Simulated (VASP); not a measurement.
# Hf2N (P4_2/mnm) in VASP: notebook, part 3 of 3

VASP 6.6.1. Earlier steps stand in the parts before.

## Step 5: Single point, r2SCAN

Input file POSCAR:

```
Hf2N
1.0
    5.3131240200      0.0000000000      0.0000000000
    0.0000000000      5.3131240200      0.0000000000
    0.0000000000      0.0000000000      3.2420983900
Hf N
4 2
Direct
    0.2955363700      0.2955363700      0.0000000000
    0.7044636300      0.7044636300      0.0000000000
    0.7955363700      0.2044636300      0.5000000000
    0.2044636300      0.7955363700      0.5000000000
    0.0000000000      0.0000000000      0.0000000000
    0.5000000000      0.5000000000      0.5000000000
```

Input file INCAR.step1:

```
SYSTEM = Hf2N
PREC = Accurate
ENCUT = 520
ISMEAR = 0
SIGMA = 0.1
LREAL = .FALSE.
LASPH = .TRUE.
NELM = 60
NBANDS = 34
GGA = PE
ALGO = Normal
EDIFF = 1E-4
LWAVE = .TRUE.
LCHARG = .FALSE.
```

Input file INCAR.step2:

```
SYSTEM = Hf2N
PREC = Accurate
ENCUT = 520
EDIFF = 1E-6
ISMEAR = 0
SIGMA = 0.1
LREAL = .FALSE.
LASPH = .TRUE.
NELM = 60
ALGO = Normal
ISIF = 2
LWAVE = .FALSE.
LCHARG = .FALSE.
METAGGA = R2SCAN
LMIXTAU = .TRUE.
NBANDS = 34
ISTART = 1
```

Input file KPOINTS:

```
Automatic mesh
0
G
  8 8 12
  0 0 0
```

Potentials or basis: VASP PAW PBE potentials, release 64 (Hf_pv, N).

Launch:

```
cat potpaw_PBE.64/Hf_pv/POTCAR potpaw_PBE.64/N/POTCAR > POTCAR
cp INCAR.step1 INCAR
mpirun -np 1 vasp_std > vasp.out
cp INCAR.step2 INCAR
mpirun -np 1 vasp_std > vasp.out
```

OUTCAR:

```text
SYSTEM = Hf2N
   PREC = Accurate
   ENCUT = 520
   EDIFF = 1E-6
   ISMEAR = 0
   LREAL = .FALSE.
   LASPH = .TRUE.
   NELM = 60
   ISIF = 2
   METAGGA = R2SCAN
   ISTART = 1

 ion  position               nearest neighbor table
   1  0.296  0.296  0.000-   5 2.22   6 2.23   6 2.23   2 3.07   4 3.15   3 3.15   4 3.15   3 3.15
                             4 3.15   4 3.15   3 3.15   3 3.15   2 3.82   2 3.82
   2  0.704  0.704  0.000-   5 2.22   6 2.23   6 2.23   1 3.07   4 3.15   3 3.15   4 3.15   3 3.15
                             3 3.15   3 3.15   4 3.15   4 3.15   1 3.82   1 3.82
   3  0.796  0.204  0.500-   6 2.22   5 2.23   5 2.23   4 3.07   1 3.15   1 3.15   2 3.15   2 3.15
                             2 3.15   2 3.15   1 3.15   1 3.15   4 3.82   4 3.82
   4  0.204  0.796  0.500-   6 2.22   5 2.23   5 2.23   3 3.07   1 3.15   1 3.15   2 3.15   2 3.15
                             1 3.15   1 3.15   2 3.15   2 3.15   3 3.82   3 3.82
   5  0.000  0.000  0.000-   1 2.22   2 2.22   3 2.23   4 2.23   3 2.23   4 2.23
   6  0.500  0.500  0.500-   3 2.22   4 2.22   1 2.23   2 2.23   1 2.23   2 2.23

  LATTYP: Found a simple tetragonal cell.
 ALAT       =     5.3131240200
 C/A-ratio  =     0.6102056677

  Lattice vectors:

 A1 = (   5.3131240200,   0.0000000000,   0.0000000000)
 A2 = (   0.0000000000,   5.3131240200,   0.0000000000)
 A3 = (   0.0000000000,   0.0000000000,   3.2420983900)

Analysis of symmetry for initial positions (statically):
=====================================================================
 Subroutine PRICEL returns:
 Original cell was already a primitive cell.

 Routine SETGRP: Setting up the symmetry group for a
 simple tetragonal supercell.

 Subroutine GETGRP returns: Found 16 space group operations
 (whereof  8 operations were pure point group operations)
 out of a pool of 16 trial point group operations.

The static configuration has the point symmetry D_2h.
 The point group associated with its full space group is D_4h.

Analysis of symmetry for dynamics (positions and initial velocities):
=====================================================================
 Subroutine PRICEL returns:
 Original cell was already a primitive cell.

 Routine SETGRP: Setting up the symmetry group for a
 simple tetragonal supercell.

 Subroutine GETGRP returns: Found 16 space group operations
 (whereof  8 operations were pure point group operations)
 out of a pool of 16 trial point group operations.

The dynamic configuration has the point symmetry D_2h.
 The point group associated with its full space group is D_4h.

 Subroutine INISYM returns: Found 16 space group operations
 (whereof  8 operations are pure point group operations),
 and found     1 'primitive' translations

----------------------------------------------------------------------------------------

                                     Primitive cell

  volume of cell :      91.5221

  direct lattice vectors                    reciprocal lattice vectors
     5.313124020  0.000000000  0.000000000     0.188213186  0.000000000  0.000000000
     0.000000000  5.313124020  0.000000000     0.000000000  0.188213186  0.000000000
     0.000000000  0.000000000  3.242098390     0.000000000  0.000000000  0.308442212

  length of vectors
     5.313124020  5.313124020  3.242098390     0.188213186  0.188213186  0.308442212

  position of ions in fractional coordinates (direct lattice)
     0.295536370  0.295536370  0.000000000
     0.704463630  0.704463630  0.000000000
     0.795536370  0.204463630  0.500000000
[... 64 lines left out ...]
  0.500000  0.125000  0.083333      8.000000
 [... further k-points ...]
   k-points           NKPTS =    105   k-points in BZ     NKDIM =    105   number of bands    NBANDS=     34
   number of dos      NEDOS =    301   number of ions     NIONS =      6
   total plane-waves  NPLWV =  38400
   dimension x,y,z NGX =    40 NGY =   40 NGZ =   24
   dimension x,y,z NGXF=    80 NGYF=   80 NGZF=   48
   ions per type =               4   2
   NGX,Y,Z   is equivalent  to a cutoff of  12.52, 12.52, 12.31 a.u.
   NGXF,Y,Z  is equivalent  to a cutoff of  25.03, 25.03, 24.61 a.u.
 SYSTEM =  Hf2N
   PREC   = accura    normal or accurate (medium, high low for compatibility)
   ISTART =      1    job   : 0-new  1-cont  2-samecut
   ICHARG =      0    charge: 1-file 2-atom 10-const
   ISPIN  =      1    spin polarized calculation?
   LNONCOLLINEAR =      F non collinear calculations
   LSORBIT =      F    spin-orbit coupling
   LASPH  =      T    aspherical Exc in radial PAW
   ENCUT  =  520.0 eV  38.22 Ry    6.18 a.u.   9.88  9.88  6.03*2*pi/ulx,y,z
   NELM   =     60;   NELMIN=  2; NELMDL=  0     # of ELM steps
   EDIFF  = 0.1E-05   stopping-criterion for ELM
   LREAL  =      F    real-space projection
   EDIFFG = 0.1E-04   stopping-criterion for IOM
   NSW    =      0    number of steps for IOM
   IBRION =     -1    ionic relax: 0-MD 1-quasi-New 2-CG
   NFREE  =      0    steps in history (QN), initial steepest desc. (CG)
   ISIF   =      2    stress and relaxation
   ISYM   =      2    0-nonsym 1-usesym 2-fastsym
   POTIM  = 0.5000    time-step for ionic-motion
   TEBEG  =    0.0;   TEEND  =   0.0 temperature during run
   PSTRESS=    0.0 pullay stress
   NELECT =      50.0000    total number of electrons
   NUPDOWN=      -1.0000    fix difference up-down
   EMIN   =  10.00;   EMAX   =-10.00  energy-range for DOS
   EFERMI =   0.00;   METHOD = LEGACY
   ISMEAR =     0;   SIGMA  =   0.10  broadening in eV -4-tet -1-fermi 0-gaus
   EFERMI_NEDOS =   21; number of points for ismear=-14 and -15
   IALGO  =     38    algorithm
   IMIX   =      4    mixing-type and parameters
     AMIX     =   0.40;   BMIX     =  1.00
     AMIX_MAG =   1.60;   BMIX_MAG =  1.00
  volume/ion in A,a.u.               =      15.25       102.94
  Fermi-wavevector in a.u.,A,eV,Ry     =   1.338308  2.529036 24.368970  1.791069
  Thomas-Fermi vector in A             =   2.466789
   LORBIT       =      0    0 simple, 1 ext, 2 COOP (PROOUT), +10 PAW based schemes
   METAGGA = R2SCAN    functional components
   LHFCALC =     F    Hartree Fock is set to
   AEXX    =    0.0000 exact exchange contribution
   IVDW    =     0    specifies the selected vdW correction
   LEPSILON=     F    determine dielectric tensor
   LRPA    =     F    only Hartree local field effects (RPA)
 non-spin polarized calculation
 Gauss-broadening in eV      SIGMA  =   0.10
  energy-cutoff  :      520.00
  volume of cell :       91.52
 maximum number of plane-waves:      2496
 NGX is ok and might be reduce to    40
   NGX = 19   NGY = 19   NGZ = 13

 number of electron      50.0000008 magnetization

 Free energy of the ion-electron system (eV)
  ---------------------------------------------------
  ext. energy  EPLUGINS =         0.00000000
  ---------------------------------------------------
  free energy    TOTEN  =      -207.33274498 eV

  energy without entropy =     -207.32085326  energy(sigma->0) =     -207.32679912

 E-fermi :   5.9508     XC(G=0): -12.8516

 val. band max:        5.9352218482   @ k =   0.2500   0.0000   0.0000
 cond. band min:       5.9538904356   @ k =   0.5000   0.0000   0.2500
 fundamental gap:      0.0186685874
 Fermi energy:         5.9507761057

 k-point     1 :       0.0000    0.0000    0.0000
  band No.  band energies     occupation
      1     -26.4882      2.00000
      2     -26.0053      2.00000
      3     -25.9257      2.00000
      4     -25.9257      2.00000
      5     -25.6894      2.00000
      6     -25.5404      2.00000
[... 877 lines left out ...]
     33      10.2097      0.00000
     34      10.2097      0.00000

 [... further k-points ...]

------------------------ aborting loop because EDIFF is reached ----------------------------------------

  FORCE on cell =-STRESS in cart. coord.  units (eV):
  Direction    XX          YY          ZZ          XY          YZ          ZX
  --------------------------------------------------------------------------------------
  -------------------------------------------------------------------------------------
  Total       -0.0149464     -0.0149464     -0.0442156     -0.0000000      0.0000000      0.0000000
  in kB       -0.2616509     -0.2616509     -0.7740343     -0.0000000      0.0000000      0.0000000
  external PRESSURE =      -0.4324454 kB  Pullay stress =       0.0000000 kB

 VOLUME and BASIS-vectors are now :
 -----------------------------------------------------------------------------
  energy-cutoff  :      520.00
  volume of cell :       91.52
      direct lattice vectors                 reciprocal lattice vectors
     5.313124020  0.000000000  0.000000000     0.188213186  0.000000000  0.000000000
     0.000000000  5.313124020  0.000000000     0.000000000  0.188213186  0.000000000
     0.000000000  0.000000000  3.242098390     0.000000000  0.000000000  0.308442212

 POSITION                                       TOTAL-FORCE (eV/Angst)
 -----------------------------------------------------------------------------------
      1.57022      1.57022      0.00000        -0.001245     -0.001245     -0.000000
      3.74290      3.74290      0.00000         0.001245      0.001245      0.000000
      4.22678      1.08634      1.62105        -0.001245      0.001245     -0.000000
      1.08634      4.22678      1.62105         0.001245     -0.001245     -0.000000
      0.00000      0.00000      0.00000         0.000000      0.000000     -0.000000
      2.65656      2.65656      1.62105         0.000000      0.000000     -0.000000
 -----------------------------------------------------------------------------------
    total drift:                                0.000000      0.000000      0.000000

  FREE ENERGIE OF THE ION-ELECTRON SYSTEM (eV)
  ---------------------------------------------------
  free  energy   TOTEN  =      -207.3327449776 eV

  energy  without entropy=     -207.3208532602  energy(sigma->0) =     -207.32679912
```

Wall time 6.9 min (1 thread of Intel Xeon 6975P-C (Granite Rapids), shared host); peak memory 0.38 GiB.

What came out:

```yaml
Free_energy: -207.3327 eV
Pressure: 0.0 GPa
Band_gap_on_the_k_mesh: zero (bands 25 and 26 overlap by 2.77 eV)
```

Levels at points of the mesh, in eV from the Fermi level:
| k point | band 23 | band 24 | band 25 | band 26 | band 27 | band 28 |
| --- | --- | --- | --- | --- | --- | --- |
| (0.00, 0.00, 0.00) | -0.46 | 1.01 | 1.12 | 1.12 | 1.18 | 1.79 |
| (0.50, 0.00, 0.00) | -1.14 | -1.14 | 1.42 | 1.42 | 2.03 | 2.03 |
| (0.50, 0.50, 0.00) | -1.47 | -1.47 | 1.04 | 1.04 | 1.64 | 1.64 |
| (0.00, 0.00, 0.50) | -1.37 | -1.37 | -1.35 | -1.35 | 2.30 | 2.30 |
| (0.50, 0.00, 0.50) | -1.33 | -1.33 | -1.10 | -1.10 | 1.84 | 1.84 |
| (0.50, 0.50, 0.50) | -0.78 | -0.78 | -0.76 | -0.76 | 1.29 | 1.29 |

Caveat: the PAW data sets were made with another functional, which shifts forces and pressure a little; spin-orbit coupling is left out, which moves the levels of the heavy elements.

## Step 6: Single point, r2SCAN

POSCAR is that of step 5.

Input file INCAR.step1:

```
ALGO     = Normal         # electronic algorithm
EDIFF    = 1E-4           # SCF threshold, eV
ENCUT    = 520            # plane-wave cutoff, eV
GGA      = PE             # functional
ISMEAR   = 0              # smearing method
LASPH    = True           # aspherical terms in the spheres
LCHARG   = False          # write CHGCAR
LREAL    = False          # projectors in reciprocal space
LWAVE    = True           # write WAVECAR
NBANDS   = 34             # bands
NELM     = 80             # most SCF steps
PREC     = Accurate       # precision mode
SIGMA    = 0.1            # smearing width, eV
```

Input file INCAR.step2:

```
ALGO     = Normal         # electronic algorithm
EDIFF    = 1E-7           # SCF threshold, eV
ENCUT    = 520            # plane-wave cutoff, eV
ISIF     = 2              # what is computed and relaxed
ISMEAR   = 0              # smearing method
ISTART   = 1            
LASPH    = True           # aspherical terms in the spheres
LCHARG   = False          # write CHGCAR
LMIXTAU  = True         
LREAL    = False          # projectors in reciprocal space
LWAVE    = False          # write WAVECAR
METAGGA  = R2SCAN         # meta-GGA
NBANDS   = 34             # bands
NELM     = 80             # most SCF steps
PREC     = Accurate       # precision mode
SIGMA    = 0.1            # smearing width, eV
```

Input file KPOINTS:

```
k-points
0
Gamma
  8 8 12
```

Potentials or basis: VASP PAW PBE potentials, release 64 (Hf_pv, N).

Launch:

```
cat potpaw_PBE.64/Hf_pv/POTCAR potpaw_PBE.64/N/POTCAR > POTCAR
cp INCAR.step1 INCAR
mpirun -np 1 vasp_std > vasp.out
cp INCAR.step2 INCAR
mpirun -np 1 vasp_std > vasp.out
```

Run time: 12 min. Hardware: 1 thread of AMD EPYC 9R45 (Zen 5), shared host; peak memory 0.35 GiB.

The run converged. Its results:

```
Free energy            : -207.3327 eV
Pressure               : 0.0 GPa
Band gap on the k mesh : zero (bands 25 and 26 overlap by 2.77 eV)
```

Levels at points of the mesh, in eV from the Fermi level:
| k point | band 23 | band 24 | band 25 | band 26 | band 27 | band 28 |
| --- | --- | --- | --- | --- | --- | --- |
| (0.00, 0.00, 0.00) | -0.46 | 1.01 | 1.12 | 1.12 | 1.18 | 1.79 |
| (0.50, 0.00, 0.00) | -1.14 | -1.14 | 1.42 | 1.42 | 2.03 | 2.03 |
| (0.50, 0.50, 0.00) | -1.47 | -1.47 | 1.04 | 1.04 | 1.64 | 1.64 |
| (0.00, 0.00, 0.50) | -1.37 | -1.37 | -1.35 | -1.35 | 2.30 | 2.30 |
| (0.50, 0.00, 0.50) | -1.33 | -1.33 | -1.10 | -1.10 | 1.84 | 1.84 |
| (0.50, 0.50, 0.50) | -0.78 | -0.78 | -0.76 | -0.76 | 1.29 | 1.29 |

Caveat: the PAW data sets were made with another functional, which shifts forces and pressure a little; spin-orbit coupling is left out, which moves the levels of the heavy elements.

## Step 7: Overview

| k mesh | smearing | gap on the mesh (eV) | pressure (GPa) |
| --- | --- | --- | --- |
| 8 × 8 × 12 | gaussian 0.02 eV | none | -0.1 |
| 8 × 8 × 12 | gaussian 0.05 eV | none | -0.1 |
| 6 × 6 × 10 | gaussian 0.1 eV | none | 0.0 |
| 8 × 8 × 12 | gaussian 0.1 eV | none | 0.0 |

Alike in all rows: task single point; level r2SCAN; potentials or basis VASP PAW PBE potentials, release 64 (Hf_pv, N); no spin polarisation; cell as given; cutoff (eV) 520.

Caveats: the PAW data sets were made with another functional, which shifts forces and pressure a little; spin-orbit coupling is left out, which moves the levels of the heavy elements.

Total energies depend on the potentials used, so only differences within one code and one set of settings carry meaning.
